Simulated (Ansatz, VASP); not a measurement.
## One calculation of HfTi4Si, two programs

```xyz
6
Lattice="6.2052 0.0000 0.0000 0.0000 6.2052 0.0000 0.0000 0.0000 3.0212" Properties=species:S:1:pos:R:3 pbc="T T T"
Hf    0.0000    0.0000    1.5106
Ti    1.0982    3.1026    1.5106
Ti    5.1070    3.1026    1.5106
Ti    3.1026    1.0982    1.5106
Ti    3.1026    5.1070    1.5106
Si    3.1026    3.1026    0.0000
```

Alike in both runs: task relaxation of cell and atoms; functional PBE; k mesh 4 × 4 × 6; occupations gaussian, width 0.1 eV; no spin polarisation.

```csv
,VASP,Ansatz
version,VASP 6.6.1,Ansatz 0.2.0
potentials or method,"VASP PAW PBE potentials, release 64 (Hf_pv, Ti_sv, Si), cutoff 600 eV","scalar-relativistic, plane waves, PAW"
valence electrons in the cell,62,78
```

Ansatz gave:

| Property | Result |
| --- | --- |
| gap on the k mesh at the Fermi level, each at its own relaxed structure (eV) | none |
| relaxed volume (Å³/atom) | 19.37 |
| relaxed cell length with the largest relative difference (Å) | 6.227 |

Question: What did VASP give for the same quantities?

Answer: gap on the k mesh at the Fermi level, each at its own relaxed structure (eV): none; relaxed volume (Å³/atom): 19.50; relaxed cell length with the largest relative difference (Å): 6.260.

A gap of «none» marks a metal or a gap that the smearing closes. VASP's potentials hold 62 valence electrons a cell and Ansatz's 78, so a difference there can come from the potentials and not from the codes.

Spin-orbit coupling is off throughout.
